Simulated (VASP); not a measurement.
# K (Fm-3m) in VASP: notebook

Aim: see how the results for K move with the level of theory and the settings. Levels: LDA, PBEsol, PBE. Tasks: single point.

Everything below comes from runs of VASP 6.6.1. Logs are shortened: lines on timing, memory, paths and dates and some standing lists are left out, and cuts for length are marked.

### 1 The cell of the first run

It takes space group Fm-3m (No. 225, cubic). Conventional cell: a = 6.784 Å, b = 6.784 Å, c = 6.784 Å, α = 90.00°, β = 90.00°, γ = 90.00°.

### 2 Single point, LDA

File INCAR:

```
  ALGO = Normal
  EDIFF = 1E-7
  ENCUT = 520
  GGA = CA
  ISIF = 2
  ISMEAR = -1
  LASPH = True
  LCHARG = True
  LELF = True
  LREAL = False
  LVHAR = True
  LWAVE = False
  NBANDS = 10
  NELM = 80
  PREC = Accurate
  SIGMA = 0.05
```

File KPOINTS:

```
k-points
0
Gamma
  11 11 11
```

File POSCAR:

```
K
1.0
    0.0000000000      3.3918728180      3.3918728180
    3.3918728180      0.0000000000      3.3918728180
    3.3918728180      3.3918728180      0.0000000000
K
1
Direct
    0.0000000000      0.0000000000      0.0000000000
```

Potentials or basis: VASP PAW LDA potentials, release 64 (K_sv).

Launch:

```bash
cat potpaw_LDA.64/K_sv/POTCAR > POTCAR
mpirun -np 1 vasp_std > vasp.out
```

OUTCAR:

```text
EDIFF = 1E-7
   ENCUT = 520
   GGA = CA
   ISIF = 2
   ISMEAR = -1
   LASPH = True
   LREAL = False
   NELM = 80
   PREC = Accurate

 ion  position               nearest neighbor table
   1  0.000  0.000  0.000-

  LATTYP: Found a face centered cubic cell.
 ALAT       =     6.7837456360

  Lattice vectors:

 A1 = (   0.0000000000,   3.3918728180,   3.3918728180)
 A2 = (   3.3918728180,   0.0000000000,   3.3918728180)
 A3 = (   3.3918728180,   3.3918728180,   0.0000000000)

Analysis of symmetry for initial positions (statically):
=====================================================================
 Subroutine PRICEL returns:
 Original cell was already a primitive cell.

 Routine SETGRP: Setting up the symmetry group for a
 face centered cubic supercell.

 Subroutine GETGRP returns: Found 48 space group operations
 (whereof 48 operations were pure point group operations)
 out of a pool of 48 trial point group operations.

The static configuration has the point symmetry O_h .

Analysis of symmetry for dynamics (positions and initial velocities):
=====================================================================
 Subroutine PRICEL returns:
 Original cell was already a primitive cell.

 Routine SETGRP: Setting up the symmetry group for a
 face centered cubic supercell.

 Subroutine GETGRP returns: Found 48 space group operations
 (whereof 48 operations were pure point group operations)
 out of a pool of 48 trial point group operations.

The dynamic configuration has the point symmetry O_h .

 Subroutine INISYM returns: Found 48 space group operations
 (whereof 48 operations are pure point group operations),
 and found     1 'primitive' translations

----------------------------------------------------------------------------------------

                                     Primitive cell

  volume of cell :      78.0456

  direct lattice vectors                    reciprocal lattice vectors
     0.000000000  3.391872818  3.391872818    -0.147411188  0.147411188  0.147411188
     3.391872818  0.000000000  3.391872818     0.147411188 -0.147411188  0.147411188
     3.391872818  3.391872818  0.000000000     0.147411188  0.147411188 -0.147411188

  length of vectors
     4.796832541  4.796832541  4.796832541     0.255323666  0.255323666  0.255323666

  position of ions in fractional coordinates (direct lattice)
     0.000000000  0.000000000  0.000000000

  ion indices of the primitive-cell ions
   primitive index   ion index
                 1           1

----------------------------------------------------------------------------------------

 KPOINTS: k-points

Automatic generation of k-mesh.
 Grid dimensions read from file:
 generate k-points for:   11   11   11

 Generating k-lattice:

  Cartesian coordinates                     Fractional coordinates (reciprocal lattice)
    -0.013401017  0.013401017  0.013401017     0.090909091  0.000000000  0.000000000
     0.013401017 -0.013401017  0.013401017     0.000000000  0.090909091  0.000000000
     0.013401017  0.013401017 -0.013401017     0.000000000  0.000000000  0.090909091

  Length of vectors
     0.023211242  0.023211242  0.023211242

  Shift w.r.t. Gamma in fractional coordinates (k-lattice)
     0.000000000  0.000000000  0.000000000

 Subroutine IBZKPT returns following result:
 ===========================================

 Found     56 irreducible k-points:

 Following reciprocal coordinates:
            Coordinates               Weight
  0.000000  0.000000  0.000000      1.000000
  0.090909  0.000000  0.000000      8.000000
  0.181818  0.000000  0.000000      8.000000
  0.272727  0.000000  0.000000      8.000000
  0.363636  0.000000  0.000000      8.000000
  0.454545  0.000000  0.000000      8.000000
[... 16 lines left out ...]
 -0.272727  0.181818  0.000000     24.000000
 -0.181818  0.181818  0.000000     12.000000
 [... further k-points ...]
   k-points           NKPTS =     56   k-points in BZ     NKDIM =     56   number of bands    NBANDS=     10
   number of dos      NEDOS =    301   number of ions     NIONS =      1
   total plane-waves  NPLWV =  46656
   dimension x,y,z NGX =    36 NGY =   36 NGZ =   36
   dimension x,y,z NGXF=    72 NGYF=   72 NGZF=   72
   ions per type =               1
   NGX,Y,Z   is equivalent  to a cutoff of  12.48, 12.48, 12.48 a.u.
   NGXF,Y,Z  is equivalent  to a cutoff of  24.95, 24.95, 24.95 a.u.
 SYSTEM =  unknown system
   PREC   = accura    normal or accurate (medium, high low for compatibility)
   ISTART =      0    job   : 0-new  1-cont  2-samecut
   ICHARG =      2    charge: 1-file 2-atom 10-const
   ISPIN  =      1    spin polarized calculation?
   LNONCOLLINEAR =      F non collinear calculations
   LSORBIT =      F    spin-orbit coupling
   LASPH  =      T    aspherical Exc in radial PAW
   ENCUT  =  520.0 eV  38.22 Ry    6.18 a.u.   8.92  8.92  8.92*2*pi/ulx,y,z
   NELM   =     80;   NELMIN=  2; NELMDL= -5     # of ELM steps
   EDIFF  = 0.1E-06   stopping-criterion for ELM
   LREAL  =      F    real-space projection
   EDIFFG = 0.1E-05   stopping-criterion for IOM
   NSW    =      0    number of steps for IOM
   IBRION =     -1    ionic relax: 0-MD 1-quasi-New 2-CG
   NFREE  =      0    steps in history (QN), initial steepest desc. (CG)
   ISIF   =      2    stress and relaxation
   ISYM   =      2    0-nonsym 1-usesym 2-fastsym
   POTIM  = 0.5000    time-step for ionic-motion
   TEBEG  =    0.0;   TEEND  =   0.0 temperature during run
   PSTRESS=    0.0 pullay stress
   NELECT =       9.0000    total number of electrons
   NUPDOWN=      -1.0000    fix difference up-down
   EMIN   =  10.00;   EMAX   =-10.00  energy-range for DOS
   EFERMI =   0.00;   METHOD = LEGACY
   ISMEAR =    -1;   SIGMA  =   0.05  broadening in eV -4-tet -1-fermi 0-gaus
   EFERMI_NEDOS =   21; number of points for ismear=-14 and -15
   IALGO  =     38    algorithm
   IMIX   =      4    mixing-type and parameters
     AMIX     =   0.40;   BMIX     =  1.00
     AMIX_MAG =   1.60;   BMIX_MAG =  1.00
  volume/ion in A,a.u.               =      78.05       526.68
  Fermi-wavevector in a.u.,A,eV,Ry     =   0.796843  1.505815  8.639139  0.634959
  Thomas-Fermi vector in A             =   1.903445
   LORBIT       =      0    0 simple, 1 ext, 2 COOP (PROOUT), +10 PAW based schemes
   GGA     = CA    functional components
   LHFCALC =     F    Hartree Fock is set to
   AEXX    =    0.0000 exact exchange contribution
   IVDW    =     0    specifies the selected vdW correction
   LEPSILON=     F    determine dielectric tensor
   LRPA    =     F    only Hartree local field effects (RPA)
 non-spin polarized calculation
  energy-cutoff  :      520.00
  volume of cell :       78.05
 maximum number of plane-waves:      2125
   NGX = 17   NGY = 17   NGZ = 17

 number of electron       9.0000002 magnetization

 Free energy of the ion-electron system (eV)
  ---------------------------------------------------
  ext. energy  EPLUGINS =         0.00000000
  ---------------------------------------------------
  free energy    TOTEN  =        -1.13773112 eV

  energy without entropy =       -1.13057901  energy(sigma->0) =       -1.13415507

 E-fermi :  -0.4081     XC(G=0):  -5.7182

 val. band max:       -0.4180168607   @ k =   0.4545   0.0000   0.0000
 cond. band min:      -0.3832612176   @ k =  -0.2727   0.2727   0.0909
 fundamental gap:      0.0347556430
 Fermi energy:        -0.4080564314

 k-point     1 :       0.0000    0.0000    0.0000
  band No.  band energies     occupation
      1     -32.2847      2.00000
      2     -15.9690      2.00000
      3     -15.9690      2.00000
      4     -15.9690      2.00000
      5      -2.5094      2.00000
      6       3.6067      0.00000
      7       3.6067      0.00000
      8       3.6067      0.00000
      9       4.7758      0.00000
     10       4.7758      0.00000

 k-point     2 :       0.0909    0.0000    0.0000
  band No.  band energies     occupation
      1     -32.2845      2.00000
      2     -15.9735      2.00000
      3     -15.9696      2.00000
      4     -15.9696      2.00000
      5      -2.4164      2.00000
      6       3.3585      0.00000
      7       3.6424      0.00000
      8       3.6424      0.00000
      9       4.6976      0.00000
     10       4.6976      0.00000

 k-point     3 :       0.1818    0.0000    0.0000
  band No.  band energies     occupation
      1     -32.2839      2.00000
      2     -15.9854      2.00000
      3     -15.9713      2.00000
      4     -15.9713      2.00000
      5      -2.1417      2.00000
      6       2.7743      0.00000
      7       3.6950      0.00000
      8       3.6950      0.00000
      9       4.5988      0.00000
     10       4.5988      0.00000

 k-point     4 :       0.2727    0.0000    0.0000
  band No.  band energies     occupation
      1     -32.2830      2.00000
      2     -16.0010      2.00000
      3     -15.9735      2.00000
      4     -15.9735      2.00000
      5      -1.6986      2.00000
      6       2.0391      0.00000
      7       3.6409      0.00000
      8       3.6409      0.00000
      9       4.7219      0.00000
     10       4.7219      0.00000
[... 222 lines left out ...]
 k-point    22 :      -0.3636    0.1818    0.0000
  band No.  band energies     occupation
      1     -32.2815      2.00000
      2     -16.0166      2.00000
      3     -15.9888      2.00000
      4     -15.9782      2.00000
      5      -0.3642      0.58727
      6       0.9118      0.00000
      7       2.5303      0.00000
      8       3.6275      0.00000
      9       4.7679      0.00000
     10       4.9911      0.00000

 k-point    23 :      -0.2727    0.1818    0.0000
  band No.  band energies     occupation
      1     -32.2821      2.00000
      2     -16.0090      2.00000
      3     -15.9870      2.00000
      4     -15.9755      2.00000
      5      -1.0194      1.99999
      6       1.6669      0.00000
      7       2.5852      0.00000
      8       3.7636      0.00000
      9       4.5283      0.00000
     10       5.2754      0.00000

 k-point    24 :      -0.1818    0.1818    0.0000
  band No.  band energies     occupation
      1     -32.2828      2.00000
      2     -15.9996      2.00000
      3     -15.9821      2.00000
      4     -15.9730      2.00000
      5      -1.5519      2.00000
      6       2.2252      0.00000
      7       2.9012      0.00000
      8       3.9723      0.00000
      9       4.1592      0.00000
     10       5.1189      0.00000

 [... further k-points ...]
[... 5 lines left out ...]
  --------------------------------------------------------------------------------------
  -------------------------------------------------------------------------------------
  Total       -0.2964794     -0.2964794     -0.2964794      0.0000000     -0.0000000      0.0000000
  in kB       -6.0863441     -6.0863441     -6.0863441      0.0000000     -0.0000000      0.0000000
  external PRESSURE =      -6.0863441 kB  Pullay stress =       0.0000000 kB

 VOLUME and BASIS-vectors are now :
 -----------------------------------------------------------------------------
  energy-cutoff  :      520.00
  volume of cell :       78.05
      direct lattice vectors                 reciprocal lattice vectors
     0.000000000  3.391872818  3.391872818    -0.147411188  0.147411188  0.147411188
     3.391872818  0.000000000  3.391872818     0.147411188 -0.147411188  0.147411188
     3.391872818  3.391872818  0.000000000     0.147411188  0.147411188 -0.147411188

 POSITION                                       TOTAL-FORCE (eV/Angst)
 -----------------------------------------------------------------------------------
      0.00000      0.00000      0.00000         0.000000      0.000000     -0.000000
 -----------------------------------------------------------------------------------
    total drift:                               -0.000000     -0.000000      0.000000

  FREE ENERGIE OF THE ION-ELECTRON SYSTEM (eV)
  ---------------------------------------------------
  free  energy   TOTEN  =        -1.1377311244 eV

  energy  without entropy=       -1.1305790146  energy(sigma->0) =       -1.13415507
```

Wall time 58 s (1 thread of Intel Xeon 6975P-C, shared host); peak memory 0.19 GiB.

What came out:

* Free energy: -1.1377 eV
* Pressure: -0.6 GPa

Levels at points of the mesh, in eV from the Fermi level:
| k point | band 2 | band 3 | band 4 | band 5 | band 6 | band 7 | band 8 | band 9 |
| --- | --- | --- | --- | --- | --- | --- | --- | --- |
| (0.00, 0.00, 0.00) | -15.56 | -15.56 | -15.56 | -2.10 | 4.01 | 4.01 | 4.01 | 5.18 |

### 3 Single point, PBEsol

File INCAR:

```
PREC = Accurate
ENCUT = 520
EDIFF = 1E-6
ISMEAR = -1
SIGMA = 0.05
LREAL = False
LASPH = True
NELM = 60
ALGO = Normal
ISIF = 2
LWAVE = False
LCHARG = True
GGA = PS
LELF = True
LVHAR = True
NBANDS = 10
```

File KPOINTS:

```
Automatic mesh
0
Gamma
  11 11 11
```

POSCAR is that of step 2.

Potentials or basis: VASP PAW PBE potentials, release 64 (K_sv).

Launch:

```bash
cat potpaw_PBE.64/K_sv/POTCAR > POTCAR
mpirun -np 1 vasp_std > vasp.out
```

It took 59 s on 1 thread of Intel Xeon 6975P-C, shared host; peak memory 0.22 GiB.

The run converged. Its results:

- Free energy: -1.1294 eV
- Pressure: -0.3 GPa

Levels at points of the mesh, in eV from the Fermi level:
| k point | band 1 | band 2 | band 3 | band 4 | band 5 | band 6 | band 7 | band 8 | band 9 | band 10 |
| --- | --- | --- | --- | --- | --- | --- | --- | --- | --- | --- |
| (0.00, 0.00, 0.00) | -32.05 | -15.56 | -15.56 | -15.56 | -2.09 | 4.14 | 4.14 | 4.14 | 5.35 | 5.35 |

Caveat: the PAW data sets were made with another functional, which shifts forces and pressure a little.

### 4 Single point, PBE

File INCAR:

```
PREC = Accurate
ENCUT = 520
EDIFF = 1E-6
ISMEAR = -1
SIGMA = 0.05
LREAL = F
LASPH = T
NELM = 80
ALGO = Normal
ISIF = 2
LWAVE = F
LCHARG = T
GGA = PE
LELF = T
LVHAR = T
NBANDS = 10
```

KPOINTS is that of step 3.

POSCAR is that of step 3.

Potentials or basis: VASP PAW PBE potentials, release 64 (K_sv).

Launch:

```bash
cat potpaw_PBE.64/K_sv/POTCAR > POTCAR
mpirun -np 1 vasp_std > vasp.out
```

OUTCAR:

```text
PREC = Accurate
   ENCUT = 520
   EDIFF = 1E-6
   ISMEAR = -1
   LREAL = F
   LASPH = T
   NELM = 80
   ISIF = 2
   GGA = PE

 ion  position               nearest neighbor table
   1  0.000  0.000  0.000-

  LATTYP: Found a face centered cubic cell.
 ALAT       =     6.7837456360

  Lattice vectors:

 A1 = (   0.0000000000,   3.3918728180,   3.3918728180)
 A2 = (   3.3918728180,   0.0000000000,   3.3918728180)
 A3 = (   3.3918728180,   3.3918728180,   0.0000000000)

Analysis of symmetry for initial positions (statically):
=====================================================================
 Subroutine PRICEL returns:
 Original cell was already a primitive cell.

 Routine SETGRP: Setting up the symmetry group for a
 face centered cubic supercell.

 Subroutine GETGRP returns: Found 48 space group operations
 (whereof 48 operations were pure point group operations)
 out of a pool of 48 trial point group operations.

The static configuration has the point symmetry O_h .

Analysis of symmetry for dynamics (positions and initial velocities):
=====================================================================
 Subroutine PRICEL returns:
 Original cell was already a primitive cell.

 Routine SETGRP: Setting up the symmetry group for a
 face centered cubic supercell.

 Subroutine GETGRP returns: Found 48 space group operations
 (whereof 48 operations were pure point group operations)
 out of a pool of 48 trial point group operations.

The dynamic configuration has the point symmetry O_h .

 Subroutine INISYM returns: Found 48 space group operations
 (whereof 48 operations are pure point group operations),
 and found     1 'primitive' translations

----------------------------------------------------------------------------------------

                                     Primitive cell

  volume of cell :      78.0456
[... 103 lines left out ...]
   EFERMI_NEDOS =   21; number of points for ismear=-14 and -15
   IALGO  =     38    algorithm
   IMIX   =      4    mixing-type and parameters
     AMIX     =   0.40;   BMIX     =  1.00
     AMIX_MAG =   1.60;   BMIX_MAG =  1.00
  volume/ion in A,a.u.               =      78.05       526.68
  Fermi-wavevector in a.u.,A,eV,Ry     =   0.796843  1.505815  8.639139  0.634959
  Thomas-Fermi vector in A             =   1.903445
   LORBIT       =      0    0 simple, 1 ext, 2 COOP (PROOUT), +10 PAW based schemes
   GGA     = PE    functional components
   LHFCALC =     F    Hartree Fock is set to
   AEXX    =    0.0000 exact exchange contribution
   IVDW    =     0    specifies the selected vdW correction
   LEPSILON=     F    determine dielectric tensor
   LRPA    =     F    only Hartree local field effects (RPA)
 non-spin polarized calculation
  energy-cutoff  :      520.00
  volume of cell :       78.05
 maximum number of plane-waves:      2125
   NGX = 17   NGY = 17   NGZ = 17

 number of electron       9.0000002 magnetization

 Free energy of the ion-electron system (eV)
  ---------------------------------------------------
  ext. energy  EPLUGINS =         0.00000000
  ---------------------------------------------------
  free energy    TOTEN  =        -1.04776221 eV

  energy without entropy =       -1.04061845  energy(sigma->0) =       -1.04419033

 E-fermi :  -0.2258     XC(G=0):  -5.5099

 val. band max:       -0.2790586177   @ k =  -0.2727   0.2727   0.0000
 cond. band min:      -0.2225966074   @ k =   0.4545   0.0000   0.0000
 fundamental gap:      0.0564620103
 Fermi energy:        -0.2258440730

 k-point     1 :       0.0000    0.0000    0.0000
  band No.  band energies     occupation
      1     -32.4106      2.00000
      2     -15.8647      2.00000
      3     -15.8647      2.00000
      4     -15.8647      2.00000
      5      -2.3200      2.00000
      6       3.9062      0.00000
      7       3.9062      0.00000
      8       3.9062      0.00000
      9       5.1137      0.00000
     10       5.1137      0.00000
[... 287 lines left out ...]
 k-point    24 :      -0.1818    0.1818    0.0000
  band No.  band energies     occupation
      1     -32.4088      2.00000
      2     -15.8940      2.00000
      3     -15.8772      2.00000
      4     -15.8685      2.00000
      5      -1.3667      2.00000
      6       2.4457      0.00000
      7       3.1323      0.00000
      8       4.2608      0.00000
      9       4.4690      0.00000
     10       5.4438      0.00000

 [... further k-points ...]
[... 5 lines left out ...]
  --------------------------------------------------------------------------------------
  -------------------------------------------------------------------------------------
  Total       -0.0885600     -0.0885600     -0.0885600     -0.0000000      0.0000000     -0.0000000
  in kB       -1.8180232     -1.8180232     -1.8180232     -0.0000000      0.0000000     -0.0000000
  external PRESSURE =      -1.8180232 kB  Pullay stress =       0.0000000 kB

 VOLUME and BASIS-vectors are now :
 -----------------------------------------------------------------------------
  energy-cutoff  :      520.00
  volume of cell :       78.05
      direct lattice vectors                 reciprocal lattice vectors
     0.000000000  3.391872818  3.391872818    -0.147411188  0.147411188  0.147411188
     3.391872818  0.000000000  3.391872818     0.147411188 -0.147411188  0.147411188
     3.391872818  3.391872818  0.000000000     0.147411188  0.147411188 -0.147411188

 POSITION                                       TOTAL-FORCE (eV/Angst)
 -----------------------------------------------------------------------------------
      0.00000      0.00000      0.00000         0.000000      0.000000      0.000000
 -----------------------------------------------------------------------------------
    total drift:                               -0.000000      0.000000      0.000000

  FREE ENERGIE OF THE ION-ELECTRON SYSTEM (eV)
  ---------------------------------------------------
  free  energy   TOTEN  =        -1.0477622088 eV

  energy  without entropy=       -1.0406184511  energy(sigma->0) =       -1.04419033
```

Wall time 63 s (1 thread of Intel Xeon 6975P-C, shared host); peak memory 0.22 GiB.

Results:

- Free energy: -1.0478 eV
- Pressure: -0.2 GPa

Levels at points of the mesh, in eV from the Fermi level:
```csv
k point,band 2,band 3,band 4,band 5,band 6,band 7,band 8,band 9
"(0.00, 0.00, 0.00)",-15.64,-15.64,-15.64,-2.09,4.13,4.13,4.13,5.34
```

### 5 Summary

```tsv
level	potentials or basis	gap on the mesh (eV)	pressure (GPa)
LDA	VASP PAW LDA potentials, release 64 (K_sv)	none	-0.6
PBEsol	VASP PAW PBE potentials, release 64 (K_sv)	none	-0.3
PBE	VASP PAW PBE potentials, release 64 (K_sv)	none	-0.2
```

Alike in all rows: task single point; no spin polarisation; cell as given; k mesh 11 × 11 × 11; cutoff (eV) 520; smearing fermi-dirac 0.05 eV.

Caveats: the PAW data sets were made with another functional, which shifts forces and pressure a little (some runs).

Absolute energies hang on the potentials; compare differences alone.
